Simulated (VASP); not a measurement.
# Hf2SiOF2 (P-3m1) in VASP: a series of runs

Runs on Hf2SiOF2. Level: PBE. Tasks: relaxation of cell and atoms.

All numbers are computed with VASP 6.6.1; they aren't measurements. Logs are shortened: lines on timing, memory, paths and dates and some standing lists are left out, and cuts for length are marked.

## 1. The cell of the first run

The structure is trigonal, space group P-3m1 (No. 164). The conventional cell has a = 3.743 Å, b = 3.743 Å, c = 6.233 Å, α = 90.00°, β = 90.00°, γ = 120.00°. Within 2.9 Å of Hf (site symmetry 3m) lie 4 F at 2.20 to 2.52 Å and 3 Si at 2.61 Å and 3 O at 2.72 Å. Within 3.2 Å of Si (site symmetry -3m) lie 6 F at 2.40 Å and 6 Hf at 2.61 Å and 2 O at 3.12 Å. O (site symmetry -3m) has 6 Hf at 2.72 Å and 6 F at 2.99 Å and 2 Si at 3.12 Å and 6 O at 3.74 Å within 3.8 Å. F (site symmetry 3m) has 4 Hf at 2.20 to 2.52 Å and 3 Si at 2.40 Å and 3 O at 2.99 Å and 3 F at 3.01 Å within 3.1 Å.

The cell was generated, and may not be a known phase.

## 2. Relaxation of cell and atoms, PBE

Input file INCAR:

```
SYSTEM = Hf2SiOF2
PREC = Accurate
ENCUT = 600
EDIFF = 1E-7
ISMEAR = 0
SIGMA = 0.1
LREAL = .FALSE.
LASPH = .TRUE.
NELM = 100
ALGO = Normal
ISIF = 3
LWAVE = .FALSE.
LCHARG = .FALSE.
GGA = PE
IBRION = 2
NSW = 90
EDIFFG = -0.04
```

Input file KPOINTS:

```
Automatic mesh
0
G
  6 6 4
  0 0 0
```

Input file POSCAR:

```
Hf2SiOF2
1.0
    3.7431967400      0.0000000000      0.0000000000
   -1.8715983700      3.2417034700      0.0000000000
    0.0000000000      0.0000000000      6.2330983100
Hf Si O F
2 1 1 2
Direct
    0.3333333300      0.6666666700      0.2640774800
    0.6666666700      0.3333333300      0.7359225200
    0.0000000000      0.0000000000      0.5000000000
    0.0000000000      0.0000000000      0.0000000000
    0.3333333300      0.6666666700      0.6681393400
    0.6666666700      0.3333333300      0.3318606600
```

Potentials or basis: VASP PAW PBE potentials, release 64 (Hf_pv, Si, O, F).

On the command line:

```console
cat potpaw_PBE.64/Hf_pv/POTCAR potpaw_PBE.64/Si/POTCAR potpaw_PBE.64/O/POTCAR potpaw_PBE.64/F/POTCAR > POTCAR
mpirun -np 1 vasp_std > vasp.out
```

OUTCAR:

```text
SYSTEM = Hf2SiOF2
   PREC = Accurate
   ENCUT = 600
   EDIFF = 1E-7
   ISMEAR = 0
   LREAL = .FALSE.
   LASPH = .TRUE.
   NELM = 100
   ISIF = 3
   GGA = PE
   IBRION = 2
   NSW = 90
   EDIFFG = -0.04

 ion  position               nearest neighbor table
   1  0.333  0.667  0.264-   6 2.20   6 2.20   6 2.20   5 2.52   3 2.61   3 2.61   3 2.61   4 2.72
                             4 2.72   4 2.72   2 3.65   2 3.65   2 3.65
   2  0.667  0.333  0.736-   5 2.20   5 2.20   5 2.20   6 2.52   3 2.61   3 2.61   3 2.61   4 2.72
                             4 2.72   4 2.72   1 3.65   1 3.65   1 3.65
   3  0.000  0.000  0.500-   5 2.40   6 2.40   6 2.40   5 2.40   6 2.40   5 2.40   1 2.61   2 2.61
                             1 2.61   2 2.61   2 2.61   1 2.61
   4  0.000  0.000  0.000-   1 2.72   2 2.72   2 2.72   1 2.72   2 2.72   1 2.72
   5  0.333  0.667  0.668-   2 2.20   2 2.20   2 2.20   3 2.40   3 2.40   3 2.40   1 2.52
   6  0.667  0.333  0.332-   1 2.20   1 2.20   1 2.20   3 2.40   3 2.40   3 2.40   2 2.52

  LATTYP: Found a hexagonal cell.
 ALAT       =     3.7431967400
 C/A-ratio  =     1.6651805243

  Lattice vectors:

 A1 = (   3.7431967400,   0.0000000000,   0.0000000000)
 A2 = (  -1.8715983700,   3.2417034700,   0.0000000000)
 A3 = (   0.0000000000,   0.0000000000,   6.2330983100)

Analysis of symmetry for initial positions (statically):
=====================================================================
 Subroutine PRICEL returns:
 Original cell was already a primitive cell.

 Routine SETGRP: Setting up the symmetry group for a
 hexagonal supercell.

 Subroutine GETGRP returns: Found 12 space group operations
 (whereof 12 operations were pure point group operations)
 out of a pool of 24 trial point group operations.

The static configuration has the point symmetry D_3d.

Analysis of symmetry for dynamics (positions and initial velocities):
=====================================================================
 Subroutine PRICEL returns:
 Original cell was already a primitive cell.

 Routine SETGRP: Setting up the symmetry group for a
 hexagonal supercell.

 Subroutine GETGRP returns: Found 12 space group operations
 (whereof 12 operations were pure point group operations)
 out of a pool of 24 trial point group operations.

The dynamic configuration has the point symmetry D_3d.

 Subroutine INISYM returns: Found 12 space group operations
 (whereof 12 operations are pure point group operations),
 and found     1 'primitive' translations

----------------------------------------------------------------------------------------

                                     Primitive cell

  volume of cell :      75.6345

  direct lattice vectors                    reciprocal lattice vectors
     3.743196740  0.000000000  0.000000000     0.267151333  0.154239894  0.000000000
    -1.871598370  3.241703470  0.000000000     0.000000000  0.308479788  0.000000000
     0.000000000  0.000000000  6.233098310     0.000000000  0.000000000  0.160433857

  length of vectors
     3.743196740  3.743196742  6.233098310     0.308479788  0.308479788  0.160433857

  position of ions in fractional coordinates (direct lattice)
     0.333333330  0.666666670  0.264077480
     0.666666670  0.333333330  0.735922520
     0.000000000  0.000000000  0.500000000
     0.000000000  0.000000000  0.000000000
     0.333333330  0.666666670  0.668139340
     0.666666670  0.333333330  0.331860660

  ion indices of the primitive-cell ions
   primitive index   ion index
                 1           1
                 2           2
                 3           3
                 4           4
                 5           5
                 6           6

----------------------------------------------------------------------------------------

 KPOINTS: Automatic mesh

Automatic generation of k-mesh.
 Grid dimensions read from file:
 generate k-points for:    6    6    4

 Generating k-lattice:

  Cartesian coordinates                     Fractional coordinates (reciprocal lattice)
     0.044525222  0.025706649  0.000000000     0.166666667 -0.000000000  0.000000000
     0.000000000  0.051413298  0.000000000     0.000000000  0.166666667  0.000000000
     0.000000000  0.000000000  0.040108464     0.000000000  0.000000000  0.250000000

  Length of vectors
     0.051413298  0.051413298  0.040108464

  Shift w.r.t. Gamma in fractional coordinates (k-lattice)
     0.000000000  0.000000000  0.000000000

 Subroutine IBZKPT returns following result:
 ===========================================

 Found     24 irreducible k-points:

 Following reciprocal coordinates:
            Coordinates               Weight
  0.000000  0.000000  0.000000      1.000000
  0.166667  0.000000  0.000000      6.000000
  0.333333  0.000000  0.000000      6.000000
  0.500000  0.000000  0.000000      3.000000
  0.166667  0.166667  0.000000      6.000000
  0.333333  0.166667  0.000000     12.000000
[... 16 lines left out ...]
  0.333333  0.166667  0.500000     12.000000
  0.333333  0.333333  0.500000      2.000000
   k-points           NKPTS =     24   k-points in BZ     NKDIM =     24   number of bands    NBANDS=     26
   number of dos      NEDOS =    301   number of ions     NIONS =      6
   total plane-waves  NPLWV =  45000
   dimension x,y,z NGX =    30 NGY =   30 NGZ =   50
   dimension x,y,z NGXF=    60 NGYF=   60 NGZF=  100
   ions per type =               2   1   1   2
   NGX,Y,Z   is equivalent  to a cutoff of  13.32, 13.32, 13.34 a.u.
   NGXF,Y,Z  is equivalent  to a cutoff of  26.65, 26.65, 26.67 a.u.
 SYSTEM =  Hf2SiOF2
   PREC   = accura    normal or accurate (medium, high low for compatibility)
   ISTART =      0    job   : 0-new  1-cont  2-samecut
   ICHARG =      2    charge: 1-file 2-atom 10-const
   ISPIN  =      1    spin polarized calculation?
   LNONCOLLINEAR =      F non collinear calculations
   LSORBIT =      F    spin-orbit coupling
   LASPH  =      T    aspherical Exc in radial PAW
   ENCUT  =  600.0 eV  44.10 Ry    6.64 a.u.   7.48  7.48 12.45*2*pi/ulx,y,z
   NELM   =    100;   NELMIN=  2; NELMDL= -5     # of ELM steps
   EDIFF  = 0.1E-06   stopping-criterion for ELM
   LREAL  =      F    real-space projection
   EDIFFG = -.4E-01   stopping-criterion for IOM
   NSW    =     90    number of steps for IOM
   IBRION =      2    ionic relax: 0-MD 1-quasi-New 2-CG
   NFREE  =      1    steps in history (QN), initial steepest desc. (CG)
   ISIF   =      3    stress and relaxation
   ISYM   =      2    0-nonsym 1-usesym 2-fastsym
   POTIM  = 0.5000    time-step for ionic-motion
   TEBEG  =    0.0;   TEEND  =   0.0 temperature during run
   PSTRESS=    0.0 pullay stress
   NELECT =      44.0000    total number of electrons
   NUPDOWN=      -1.0000    fix difference up-down
   EMIN   =  10.00;   EMAX   =-10.00  energy-range for DOS
   EFERMI =   0.00;   METHOD = LEGACY
   ISMEAR =     0;   SIGMA  =   0.10  broadening in eV -4-tet -1-fermi 0-gaus
   EFERMI_NEDOS =   21; number of points for ismear=-14 and -15
   IALGO  =     38    algorithm
   IMIX   =      4    mixing-type and parameters
     AMIX     =   0.40;   BMIX     =  1.00
     AMIX_MAG =   1.60;   BMIX_MAG =  1.00
  volume/ion in A,a.u.               =      12.61        85.07
  Fermi-wavevector in a.u.,A,eV,Ry     =   1.366635  2.582565 25.411468  1.867690
  Thomas-Fermi vector in A             =   2.492758
   LORBIT       =      0    0 simple, 1 ext, 2 COOP (PROOUT), +10 PAW based schemes
   GGA     = PE    functional components
   LHFCALC =     F    Hartree Fock is set to
   AEXX    =    0.0000 exact exchange contribution
   IVDW    =     0    specifies the selected vdW correction
   LEPSILON=     F    determine dielectric tensor
   LRPA    =     F    only Hartree local field effects (RPA)
 conjugate gradient relaxation of ions
 non-spin polarized calculation
 Gauss-broadening in eV      SIGMA  =   0.10
  energy-cutoff  :      600.00
  volume of cell :       75.63
 maximum number of plane-waves:      2557
 NGX is ok and might be reduce to    30
   NGX = 15   NGY = 15   NGZ = 25

--------------------------------------- Ionic step        1  -------------------------------------------

 number of electron      44.0000013 magnetization

 Free energy of the ion-electron system (eV)
  ---------------------------------------------------
  ext. energy  EPLUGINS =         0.00000000
  ---------------------------------------------------
  free energy    TOTEN  =       -39.63641371 eV

  energy without entropy =      -39.63177050  energy(sigma->0) =      -39.63409211

------------------------ aborting loop because EDIFF is reached ----------------------------------------

  FORCE on cell =-STRESS in cart. coord.  units (eV):
  Direction    XX          YY          ZZ          XY          YZ          ZX
  --------------------------------------------------------------------------------------
  -------------------------------------------------------------------------------------
  Total       12.2910898     12.2910898     10.0798356      0.0000000      0.0000000      0.0000000
  in kB      260.3640736    260.3640739    213.5227305      0.0000000      0.0000000      0.0000000
  external PRESSURE =     244.7502927 kB  Pullay stress =       0.0000000 kB
[... 25 lines left out ...]
  energy  without entropy=      -39.6317705045  energy(sigma->0) =      -39.63409211

--------------------------------------- Ionic step        2  -------------------------------------------

 number of electron      44.0000002 magnetization

 E-fermi :   4.3833     XC(G=0): -10.3429

 val. band max:        4.3772118162   @ k =   0.1667   0.1667   0.0000
 cond. band min:       4.4544928552   @ k =   0.1667   0.0000   0.5000
 fundamental gap:      0.0772810390
 Fermi energy:         4.3832966398

 k-point     1 :       0.0000    0.0000    0.0000
  band No.  band energies     occupation
      1     -28.2162      2.00000
      2     -28.1710      2.00000
      3     -28.1641      2.00000
      4     -28.1641      2.00000
      5     -28.1577      2.00000
      6     -28.1577      2.00000
[... 758 lines left out ...]
  FREE ENERGIE OF THE ION-ELECTRON SYSTEM (eV)
  ---------------------------------------------------
  free  energy   TOTEN  =       -41.2699139859 eV

  energy  without entropy=      -41.2659979046  energy(sigma->0) =      -41.26795595

[... ionic steps 4 to 13 ...]

--------------------------------------- Ionic step       14  -------------------------------------------

 number of electron      44.0000026 magnetization

------------------------ aborting loop because EDIFF is reached ----------------------------------------

  FORCE on cell =-STRESS in cart. coord.  units (eV):
  Direction    XX          YY          ZZ          XY          YZ          ZX
  --------------------------------------------------------------------------------------
  -------------------------------------------------------------------------------------
  Total       -0.1497916     -0.1497916     -0.2618989      0.0000000      0.0000000      0.0000000
  in kB       -3.0965174     -3.0965174     -5.4140189      0.0000000      0.0000000      0.0000000
  external PRESSURE =      -3.8690179 kB  Pullay stress =       0.0000000 kB
[... 65 lines left out ...]
  energy  without entropy=      -45.3285298209  energy(sigma->0) =      -45.32995035

--------------------------------------- Ionic step       16  -------------------------------------------

 number of electron      44.0000020 magnetization

 Free energy of the ion-electron system (eV)
  ---------------------------------------------------
  ext. energy  EPLUGINS =         0.00000000
  ---------------------------------------------------
  free energy    TOTEN  =       -45.33153089 eV

  energy without entropy =      -45.32872969  energy(sigma->0) =      -45.33013029

 E-fermi :   7.2688     XC(G=0): -11.5797

 val. band max:        7.2514845546   @ k =   0.0000   0.0000   0.2500
 cond. band min:       7.2868962336   @ k =   0.0000   0.0000   0.5000
 fundamental gap:      0.0354116790
 Fermi energy:         7.2688063258

 k-point     1 :       0.0000    0.0000    0.0000
  band No.  band energies     occupation
      1     -25.7849      2.00000
      2     -25.7263      2.00000
      3     -25.7263      2.00000
      4     -25.7017      2.00000
      5     -25.7017      2.00000
      6     -25.5704      2.00000
[... 718 lines left out ...]
  FREE ENERGIE OF THE ION-ELECTRON SYSTEM (eV)
  ---------------------------------------------------
  free  energy   TOTEN  =       -45.3315308905 eV

  energy  without entropy=      -45.3287296930  energy(sigma->0) =      -45.33013029

 reached required accuracy - stopping structural energy minimisation
```

Wall time 6.9 min (1 thread of Intel Xeon 6975P-C (Granite Rapids), shared host); peak memory 0.23 GiB.

What came out:

```yaml
Free_energy: -45.3315 eV
Relaxed_volume: 12.88 Å³/atom
Relaxed_cell: a = 3.720 Å, b = 3.720 Å, c = 6.447 Å, α = 90.00°, β = 90.00°, γ = 120.00°
Space_group_after_relaxing_to_0.1_Å: P-3m1 (No. 164)
Energy_gained_by_relaxing: 949.2 meV/atom
Ionic_steps: 16
Pressure_after_relaxing: 0.0 GPa
Largest_force_after_relaxing: 0.015 eV/Å
Band_gap_on_the_k_mesh: zero (bands 22 and 23 overlap by 0.23 eV)
```

Forces in eV/Å, atoms in the order of the input:
```
Hf   0.000  0.000 -0.015
Hf   0.000  0.000  0.015
Si   0.000  0.000  0.000
O    0.000  0.000  0.000
F    0.000  0.000  0.004
F    0.000  0.000 -0.004
```

Step by step:
```
step  energy change (eV)  largest force (eV/Å)  pressure (GPa)  volume (Å³)
   1              0.0000                4.0264           24.48        75.63
   2             -1.2470                2.4971          -16.95        98.72
   3             -1.6335                3.0071           -8.07        90.02
   4             -3.0891                2.7792           -9.10        88.28
   5             -5.3805                0.2709           -4.93        82.61
   6             -5.3827                0.3108           -5.45        82.90
   7             -5.4958                0.4584            9.17        74.70
   8             -5.5483                0.3953            3.25        77.53
   9             -5.6242                0.4037           -0.98        78.35
  10             -5.6264                0.3986           -0.42        78.24
  11             -5.6560                0.3026           -0.26        77.93
  12             -5.6921                0.1192            0.66        77.07
  13             -5.6901                0.0148           -1.80        78.12
  14             -5.6942                0.0674           -0.39        77.50
  15             -5.6950                0.0496            0.11        77.19
  16             -5.6951                0.0150           -0.04        77.28
```

Final structure:
```
Hf Si O F
1.0
     3.72049    0.00000    0.00000
    -1.86024    3.22203    0.00000
     0.00000    0.00000    6.44711
Hf Si O F
2 1 1 2
Cartesian
  0.0000 2.1480 1.4275
  1.8602 1.0740 5.0196
  0.0000 0.0000 3.2236
  0.0000 0.0000 0.0000
  0.0000 2.1480 5.3642
  1.8602 1.0740 1.0829
```

Caveat: spin-orbit coupling is left out, which moves the levels of the heavy elements.

## 3. Relaxation of cell and atoms, PBE

This run uses another cell than the first one, of 13.01 Å³/atom.

Input file INCAR:

```
SYSTEM = Hf2SiOF2
ALGO = Normal ; EDIFF = 1E-7
EDIFFG = -0.01 ; ENCUT = 600
GGA = PE ; IBRION = 2
ISIF = 3 ; ISMEAR = 0
LASPH = .TRUE. ; LCHARG = .FALSE.
LREAL = .FALSE. ; LWAVE = .FALSE.
NELM = 60 ; NSW = 100
PREC = Accurate ; SIGMA = 0.1
```

Input file KPOINTS:

```
k-points
0
G
  12 12 6
  0 0 0
```

Input file POSCAR:

```
Hf2SiOF2
1.0
    3.7438070954      0.0000000000      0.0000000000
   -1.8719035477      3.2422320515      0.0000000000
    0.0000000000      0.0000000000      6.4316103506
Hf Si O F
2 1 1 2
Direct
    0.3333333333      0.6666666667      0.2222249656
    0.6666666667      0.3333333333      0.7777750344
    0.0000000000      0.0000000000      0.5000000000
    0.0000000000      0.0000000000      0.0000000000
    0.3333333333      0.6666666667      0.8342610246
    0.6666666667      0.3333333333      0.1657389754
```

Potentials or basis: VASP PAW PBE potentials, release 64 (Hf_pv, Si, O, F).

On the command line:

```console
cat potpaw_PBE.64/Hf_pv/POTCAR potpaw_PBE.64/Si/POTCAR potpaw_PBE.64/O/POTCAR potpaw_PBE.64/F/POTCAR > POTCAR
mpirun -np 1 vasp_std > vasp.out
```

Wall time 8.2 min (1 thread of Intel Xeon 6975P-C (Granite Rapids), shared host); peak memory 0.39 GiB.

It converged, with:

```
Free energy                           : -45.3349 eV
Relaxed volume                        : 12.87 Å³/atom
Relaxed cell                          : a = 3.726 Å, b = 3.726 Å, c = 6.421 Å, α = 90.00°, β = 90.00°, γ = 120.00°
Space group after relaxing (to 0.1 Å) : P-3m1 (No. 164)
Energy gained by relaxing             : 1.0 meV/atom
Ionic steps                           : 5
Pressure after relaxing               : 0.0 GPa
Largest force after relaxing          : 0.010 eV/Å
Band gap on the k mesh                : zero (bands 22 and 23 overlap by 0.22 eV)
```

Forces on the atoms (eV/Å):
```
Hf   0.000  0.000  0.008
Hf   0.000  0.000 -0.008
Si   0.000  0.000  0.000
O    0.000  0.000  0.000
F    0.000  0.000 -0.010
F    0.000  0.000  0.010
```

Step by step:
```tsv
step	energy change (eV)	largest force (eV/Å)	pressure (GPa)	volume (Å³)
1	0.0000	0.0834	-1.86	78.07
2	-0.0013	0.0162	1.82	76.38
3	-0.0058	0.0409	0.05	77.16
4	-0.0059	0.0136	0.02	77.19
5	-0.0059	0.0098	-0.01	77.21
```

Final structure:
```cif
data_structure
_symmetry_space_group_name_H-M 'P 1'
_symmetry_Int_Tables_number 1
_cell_length_a 3.7262
_cell_length_b 3.7262
_cell_length_c 6.4212
_cell_angle_alpha 90.000
_cell_angle_beta 90.000
_cell_angle_gamma 120.000
_cell_volume 77.21
loop_
_atom_site_label
_atom_site_type_symbol
_atom_site_fract_x
_atom_site_fract_y
_atom_site_fract_z
_atom_site_occupancy
Hf1 Hf 0.33333 0.66667 0.22138 1
Hf2 Hf 0.66667 0.33333 0.77862 1
Si1 Si 0.00000 0.00000 0.50000 1
O1 O 0.00000 0.00000 0.00000 1
F1 F 0.33333 0.66667 0.83402 1
F2 F 0.66667 0.33333 0.16598 1
```

Levels at points of the mesh, in eV from the Fermi level:
```tsv
k point	band 18	band 19	band 20	band 21	band 22	band 23	band 24	band 25	band 26
(0.00, 0.00, 0.00)	-4.19	-4.19	-0.81	-0.07	-0.07	0.14	0.14	0.24	2.07
(0.50, 0.00, 0.00)	-4.55	-4.45	-3.36	-1.67	-1.47	-0.18	1.24	1.66	2.30
(0.00, 0.00, 0.50)	-4.19	-4.19	-2.78	0.04	0.04	0.95	0.95	1.16	1.28
(0.50, 0.00, 0.50)	-4.39	-3.99	-3.47	-2.70	-1.49	0.97	1.05	1.61	1.96
```

Caveat: spin-orbit coupling is left out, which moves the levels of the heavy elements.

The gap in the log of VASP goes by the Fermi energy; the results here count the filled bands.